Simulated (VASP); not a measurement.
# SnSe2 (P-3m1) in VASP: notebook, part 3 of 3

VASP 6.6.1. The steps go on from the part before.

## 5. Single point, PBE

This run uses another cell than the first one, of 30.24 Å³/atom.

INCAR

```
PREC = Accurate ; ENCUT = 520
EDIFF = 1E-7 ; ISMEAR = 0
SIGMA = 0.02 ; LREAL = F
LASPH = T ; NELM = 80
ALGO = Normal ; ISIF = 2
LWAVE = F ; LCHARG = F
GGA = PE ; NBANDS = 20
```

KPOINTS

```
regular mesh
0
Gamma
  12 12 4
```

POSCAR

```
SnSe2
1.0
    3.8717475262      0.0000000000      0.0000000000
   -1.9358737631      3.3530317148      0.0000000000
    0.0000000000      0.0000000000      6.9880756110
Sn Se
1 2
Direct
    0.0000000000      0.0000000000      0.0000000000
    0.3333333333      0.6666666667      0.2281475578
    0.6666666667      0.3333333333      0.7718524422
```

Potentials or basis: VASP PAW PBE potentials, release 64 (Sn_d, Se).

Run with:

```sh
$ cat potpaw_PBE.64/Sn_d/POTCAR potpaw_PBE.64/Se/POTCAR > POTCAR
$ mpirun -np 1 vasp_std > vasp.out
```

OUTCAR:

```text
PREC = Accurate
   ENCUT = 520
   EDIFF = 1E-7
   ISMEAR = 0
   LREAL = F
   LASPH = T
   NELM = 80
   ISIF = 2
   GGA = PE

 ion  position               nearest neighbor table
   1  0.000  0.000  0.000-   2 2.75   3 2.75   3 2.75   2 2.75   3 2.75   2 2.75
   2  0.333  0.667  0.228-   1 2.75   1 2.75   1 2.75
   3  0.667  0.333  0.772-   1 2.75   1 2.75   1 2.75

  LATTYP: Found a hexagonal cell.
 ALAT       =     3.8717475262
 C/A-ratio  =     1.8048892816

  Lattice vectors:

 A1 = (   3.8717475262,   0.0000000000,   0.0000000000)
 A2 = (  -1.9358737631,   3.3530317148,   0.0000000000)
 A3 = (   0.0000000000,   0.0000000000,   6.9880756110)

Analysis of symmetry for initial positions (statically):
=====================================================================
 Subroutine PRICEL returns:
 Original cell was already a primitive cell.

 Routine SETGRP: Setting up the symmetry group for a
 hexagonal supercell.

 Subroutine GETGRP returns: Found 12 space group operations
 (whereof 12 operations were pure point group operations)
 out of a pool of 24 trial point group operations.

The static configuration has the point symmetry D_3d.

Analysis of symmetry for dynamics (positions and initial velocities):
=====================================================================
 Subroutine PRICEL returns:
 Original cell was already a primitive cell.

 Routine SETGRP: Setting up the symmetry group for a
 hexagonal supercell.

 Subroutine GETGRP returns: Found 12 space group operations
 (whereof 12 operations were pure point group operations)
 out of a pool of 24 trial point group operations.

The dynamic configuration has the point symmetry D_3d.

 Subroutine INISYM returns: Found 12 space group operations
 (whereof 12 operations are pure point group operations),
 and found     1 'primitive' translations

----------------------------------------------------------------------------------------

                                     Primitive cell

  volume of cell :      90.7198

  direct lattice vectors                    reciprocal lattice vectors
     3.871747526  0.000000000  0.000000000     0.258281304  0.149118780  0.000000000
    -1.935873763  3.353031715  0.000000000     0.000000000  0.298237561  0.000000000
     0.000000000  0.000000000  6.988075611     0.000000000  0.000000000  0.143100913

  length of vectors
     3.871747526  3.871747526  6.988075611     0.298237561  0.298237561  0.143100913

  position of ions in fractional coordinates (direct lattice)
     0.000000000  0.000000000  0.000000000
     0.333333333  0.666666667  0.228147558
     0.666666667  0.333333333  0.771852442

  ion indices of the primitive-cell ions
   primitive index   ion index
                 1           1
                 2           2
                 3           3

----------------------------------------------------------------------------------------

 KPOINTS: regular mesh

Automatic generation of k-mesh.
 Grid dimensions read from file:
 generate k-points for:   12   12    4

 Generating k-lattice:

  Cartesian coordinates                     Fractional coordinates (reciprocal lattice)
     0.021523442  0.012426565  0.000000000     0.083333333  0.000000000  0.000000000
     0.000000000  0.024853130  0.000000000     0.000000000  0.083333333  0.000000000
     0.000000000  0.000000000  0.035775228     0.000000000  0.000000000  0.250000000

  Length of vectors
     0.024853130  0.024853130  0.035775228

  Shift w.r.t. Gamma in fractional coordinates (k-lattice)
     0.000000000  0.000000000  0.000000000

 Subroutine IBZKPT returns following result:
 ===========================================

 Found     69 irreducible k-points:

 Following reciprocal coordinates:
            Coordinates               Weight
  0.000000  0.000000  0.000000      1.000000
  0.083333  0.000000  0.000000      6.000000
  0.166667  0.000000  0.000000      6.000000
  0.250000  0.000000  0.000000      6.000000
  0.333333  0.000000  0.000000      6.000000
  0.416667  0.000000  0.000000      6.000000
[... 16 lines left out ...]
  0.166667  0.000000  0.250000      6.000000
  0.000000  0.166667  0.250000      6.000000
 [... further k-points ...]
   k-points           NKPTS =     69   k-points in BZ     NKDIM =     69   number of bands    NBANDS=     20
   number of dos      NEDOS =    301   number of ions     NIONS =      3
   total plane-waves  NPLWV =  48600
   dimension x,y,z NGX =    30 NGY =   30 NGZ =   54
   dimension x,y,z NGXF=    60 NGYF=   60 NGZF=  108
   ions per type =               1   2
   NGX,Y,Z   is equivalent  to a cutoff of  12.88, 12.88, 12.85 a.u.
   NGXF,Y,Z  is equivalent  to a cutoff of  25.76, 25.76, 25.69 a.u.
 SYSTEM =  unknown system
   PREC   = accura    normal or accurate (medium, high low for compatibility)
   ISTART =      0    job   : 0-new  1-cont  2-samecut
   ICHARG =      2    charge: 1-file 2-atom 10-const
   ISPIN  =      1    spin polarized calculation?
   LNONCOLLINEAR =      F non collinear calculations
   LSORBIT =      F    spin-orbit coupling
   LASPH  =      T    aspherical Exc in radial PAW
   ENCUT  =  520.0 eV  38.22 Ry    6.18 a.u.   7.20  7.20 12.99*2*pi/ulx,y,z
   NELM   =     80;   NELMIN=  2; NELMDL= -5     # of ELM steps
   EDIFF  = 0.1E-06   stopping-criterion for ELM
   LREAL  =      F    real-space projection
   EDIFFG = 0.1E-05   stopping-criterion for IOM
   NSW    =      0    number of steps for IOM
   IBRION =     -1    ionic relax: 0-MD 1-quasi-New 2-CG
   NFREE  =      0    steps in history (QN), initial steepest desc. (CG)
   ISIF   =      2    stress and relaxation
   ISYM   =      2    0-nonsym 1-usesym 2-fastsym
   POTIM  = 0.5000    time-step for ionic-motion
   TEBEG  =    0.0;   TEEND  =   0.0 temperature during run
   PSTRESS=    0.0 pullay stress
   NELECT =      26.0000    total number of electrons
   NUPDOWN=      -1.0000    fix difference up-down
   EMIN   =  10.00;   EMAX   =-10.00  energy-range for DOS
   EFERMI =   0.00;   METHOD = LEGACY
   ISMEAR =     0;   SIGMA  =   0.02  broadening in eV -4-tet -1-fermi 0-gaus
   EFERMI_NEDOS =   21; number of points for ismear=-14 and -15
   IALGO  =     38    algorithm
   IMIX   =      4    mixing-type and parameters
     AMIX     =   0.40;   BMIX     =  1.00
     AMIX_MAG =   1.60;   BMIX_MAG =  1.00
  volume/ion in A,a.u.               =      30.24       204.07
  Fermi-wavevector in a.u.,A,eV,Ry     =   1.079357  2.039689 15.850949  1.165012
  Thomas-Fermi vector in A             =   2.215320
   LORBIT       =      0    0 simple, 1 ext, 2 COOP (PROOUT), +10 PAW based schemes
   GGA     = PE    functional components
   LHFCALC =     F    Hartree Fock is set to
   AEXX    =    0.0000 exact exchange contribution
   IVDW    =     0    specifies the selected vdW correction
   LEPSILON=     F    determine dielectric tensor
   LRPA    =     F    only Hartree local field effects (RPA)
 non-spin polarized calculation
 Gauss-broadening in eV      SIGMA  =   0.02
  energy-cutoff  :      520.00
  volume of cell :       90.72
 maximum number of plane-waves:      2464
 NGX is ok and might be reduce to    30
   NGX = 15   NGY = 15   NGZ = 25

 number of electron      25.9999990 magnetization

 Free energy of the ion-electron system (eV)
  ---------------------------------------------------
  ext. energy  EPLUGINS =         0.00000000
  ---------------------------------------------------
  free energy    TOTEN  =       -11.87449645 eV

  energy without entropy =      -11.87449645  energy(sigma->0) =      -11.87449645

 E-fermi :   2.6520     XC(G=0):  -8.5922

 val. band max:        2.5411683390   @ k =   0.1667   0.0000   0.0000
 cond. band min:       3.2403768149   @ k =   0.5000   0.0000   0.5000
 fundamental gap:      0.6992084759
 Fermi energy:         2.6520404279

 k-point     1 :       0.0000    0.0000    0.0000
  band No.  band energies     occupation
      1     -18.5737      2.00000
      2     -18.5737      2.00000
      3     -18.5414      2.00000
      4     -18.5322      2.00000
      5     -18.5322      2.00000
      6     -10.8114      2.00000
[... 12 lines left out ...]
     19      11.4204      0.00000
     20      11.4444      0.00000
[... 507 lines left out ...]
 k-point    24 :       0.0000    0.1667    0.2500
  band No.  band energies     occupation
      1     -18.5829      2.00000
      2     -18.5657      2.00000
      3     -18.5388      2.00000
      4     -18.5340      2.00000
      5     -18.5313      2.00000
      6     -10.5425      2.00000
[... 12 lines left out ...]
     19      10.6366      0.00000
     20      11.0316      0.00000

 [... further k-points ...]

------------------------ aborting loop because EDIFF is reached ----------------------------------------

  FORCE on cell =-STRESS in cart. coord.  units (eV):
  Direction    XX          YY          ZZ          XY          YZ          ZX
  --------------------------------------------------------------------------------------
  -------------------------------------------------------------------------------------
  Total        0.0304103      0.0304103      0.0464778     -0.0000000      0.0000000     -0.0000000
  in kB        0.5370685      0.5370685      0.8208317     -0.0000000      0.0000000     -0.0000000
  external PRESSURE =       0.6316562 kB  Pullay stress =       0.0000000 kB

 VOLUME and BASIS-vectors are now :
 -----------------------------------------------------------------------------
  energy-cutoff  :      520.00
  volume of cell :       90.72
      direct lattice vectors                 reciprocal lattice vectors
     3.871747526  0.000000000  0.000000000     0.258281304  0.149118780  0.000000000
    -1.935873763  3.353031715  0.000000000     0.000000000  0.298237561  0.000000000
     0.000000000  0.000000000  6.988075611     0.000000000  0.000000000  0.143100913

 POSITION                                       TOTAL-FORCE (eV/Angst)
 -----------------------------------------------------------------------------------
      0.00000      0.00000      0.00000         0.000000      0.000000      0.000000
     -0.00000      2.23535      1.59431        -0.000000      0.000000      0.015545
      1.93587      1.11768      5.39376         0.000000     -0.000000     -0.015545
 -----------------------------------------------------------------------------------
    total drift:                               -0.000000     -0.000000      0.000000

  FREE ENERGIE OF THE ION-ELECTRON SYSTEM (eV)
  ---------------------------------------------------
  free  energy   TOTEN  =       -11.8744964507 eV

  energy  without entropy=      -11.8744964507  energy(sigma->0) =      -11.87449645
```

OSZICAR:

```text
N       E                     dE             d eps       ncg     rms          rms(c)
DAV:   1     0.203375394012E+03    0.20338E+03   -0.11976E+04  2836   0.140E+03
DAV:   2     0.117834644084E+02   -0.19159E+03   -0.18458E+03  3020   0.369E+02
DAV:   3    -0.112876777688E+02   -0.23071E+02   -0.22536E+02  3328   0.113E+02
DAV:   4    -0.121248595224E+02   -0.83718E+00   -0.83585E+00  3352   0.232E+01
DAV:   5    -0.121463555341E+02   -0.21496E-01   -0.21494E-01  3840   0.378E+00    0.467E+00
DAV:   6    -0.118894734951E+02    0.25688E+00   -0.55338E-01  4152   0.738E+00    0.300E+00
DAV:   7    -0.118740284236E+02    0.15445E-01   -0.14829E-01  3200   0.235E+00    0.982E-01
DAV:   8    -0.118738944168E+02    0.13401E-03   -0.12324E-02  3476   0.100E+00    0.260E-01
DAV:   9    -0.118744378092E+02   -0.54339E-03   -0.14843E-03  3048   0.305E-01    0.819E-02
DAV:  10    -0.118744619311E+02   -0.24122E-04   -0.12591E-04  3496   0.774E-02    0.312E-02
DAV:  11    -0.118744954858E+02   -0.33555E-04   -0.48759E-05  2940   0.400E-02    0.104E-02
DAV:  12    -0.118744953462E+02    0.13957E-06   -0.34268E-06  3688   0.119E-02    0.741E-03
DAV:  13    -0.118744962425E+02   -0.89632E-06   -0.24446E-06  2912   0.811E-03    0.267E-03
DAV:  14    -0.118744964069E+02   -0.16435E-06   -0.43705E-08  2616   0.144E-03    0.987E-04
DAV:  15    -0.118744964507E+02   -0.43864E-07   -0.46569E-08  2360   0.147E-03
   1 F= -.11874496E+02 E0= -.11874496E+02  d E =-.700464E-17
```

Run time: 68 s. Hardware: 1 thread of Intel Xeon 6975P-C (Granite Rapids), shared host; peak memory 0.28 GiB.

Results:

```yaml
Free_energy: -11.8745 eV
Pressure: 0.1 GPa
Largest_force: 0.016 eV/Å
Band_gap_on_the_k_mesh: 0.70 eV (least direct gap 1.08 eV)
```

Forces on the atoms (eV/Å):
```
Sn   0.000  0.000  0.000
Se   0.000  0.000  0.016
Se   0.000  0.000 -0.016
```

Caveat: spin-orbit coupling is left out, which moves the levels of the heavy elements; this functional lacks dispersion, which binds the layers, so the pressure and a relaxed spacing across them are unreliable.

## 6. Summary

```csv
cell,gap on the mesh (eV),pressure (GPa),largest force (eV/Å)
"a = 3.863, b = 3.863, c = 6.600 Å, angles 90.0, 90.0, 120.0°, 3 atoms, atomic positions A",0.68,0.5,0.01
"a = 3.866, b = 3.866, c = 6.799 Å, angles 90.0, 90.0, 120.0°, 3 atoms, atomic positions B",0.68,0.2,-
"a = 3.872, b = 3.872, c = 6.988 Å, angles 90.0, 90.0, 120.0°, 3 atoms, atomic positions C",0.70,0.1,0.02
```

Alike in all rows: task single point; level PBE; potentials or basis VASP PAW PBE potentials, release 64 (Sn_d, Se); no spin polarisation; k mesh 12 × 12 × 4; cutoff (eV) 520; smearing gaussian 0.02 eV.

Caveats: spin-orbit coupling is left out, which moves the levels of the heavy elements; this functional lacks dispersion, which binds the layers, so the pressure and a relaxed spacing across them are unreliable.

Total energies depend on the potentials used, so only differences within one code and one set of settings carry meaning.
